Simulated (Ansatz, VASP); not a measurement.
## Al2O3 in VASP and in Ansatz

File POSCAR:

```
Al2O3
1.0
    2.7760839405      0.0000000000      0.0000000000
   -1.3880419702      2.4041592155      0.0000000000
    0.0000000000      0.0000000000      7.8776214423
Al O
2 3
Direct
    0.0000000000      0.0000000000      0.2779510000
    0.0000000000      0.0000000000      0.7220490000
    0.3333333333      0.6666666667      0.1994540000
    0.6666666667      0.3333333333      0.8005460000
    0.0000000000      0.0000000000      0.5000000000
```

The input INCAR.step1:

```
  PREC = Accurate
  ENCUT = 520
  ISMEAR = 0
  SIGMA = 0.05
  LREAL = F
  LASPH = T
  NELM = 60
  NBANDS = 20
  GGA = PE
  ALGO = Normal
  EDIFF = 1E-4
  LWAVE = T
  LCHARG = F
```

The input INCAR.step2:

```
  PREC = Accurate
  ENCUT = 520
  EDIFF = 1E-7
  ISMEAR = 0
  SIGMA = 0.05
  LREAL = F
  LASPH = T
  NELM = 60
  ALGO = Normal
  ISIF = 2
  LWAVE = F
  LCHARG = F
  METAGGA = R2SCAN
  LMIXTAU = T
  NBANDS = 20
  ISTART = 1
```

KPOINTS

```
Automatic mesh
0
Gamma
  12 12 4
```

Input for Ansatz:

```yaml
crystal:
  lattice:
    - [2.7760839405, 0.0, 0.0]
    - [-1.3880419702, 2.4041592155, 0.0]
    - [0.0, 0.0, 7.8776214423]
  atoms:
    - { symbol: Al, position: [0.0, 0.0, 0.277951] }
    - { symbol: Al, position: [0.0, 0.0, 0.722049] }
    - { symbol: O, position: [0.3333333333, 0.6666666667, 0.199454] }
    - { symbol: O, position: [0.6666666667, 0.3333333333, 0.800546] }
    - { symbol: O, position: [0.0, 0.0, 0.5] }
basis:
  ecutwfc: 500
kpoints:
  mp_grid: { grid: [12, 12, 4] }
hamiltonian:
  xc: r2scan
scf:
  occupations: { method: gaussian, width: 0.05 }
output:
  forces: true
  stress: true
  eigenvalues: true
```

Change from the starting cell: strain -0.080 along x and y, +0.040 along z, atoms carried along.

Alike in both runs: task single point; functional r2SCAN; k mesh 12 × 12 × 4; occupations gaussian, width 0.05 eV; no spin polarisation.

```csv
,VASP,Ansatz
version,VASP 6.6.1,Ansatz 0.2.0
potentials or method,"VASP PAW PBE potentials, release 64 (Al, O), cutoff 520 eV","scalar-relativistic, plane waves, PAW"
valence electrons in the cell,24,24
```

Ansatz gave:

```
gap on the k mesh at the Fermi level (eV)                     : 2.31
least direct gap on the mesh (eV)                             : 2.31
pressure (GPa)                                                : 20.6
traceless stress, the component that is largest in VASP (GPa) : -44.63
rms of the force components (eV/Å)                            : 1.430
```

Which values does VASP return?

gap on the k mesh at the Fermi level (eV): 2.33; least direct gap on the mesh (eV): 2.33; pressure (GPa): 20.9; traceless stress, the component that is largest in VASP (GPa): -44.82; rms of the force components (eV/Å): 1.416.

VASP's potentials were made for PBE, not for r2SCAN. Atom by atom the forces differ by 0.013 eV/Å (rms over components).
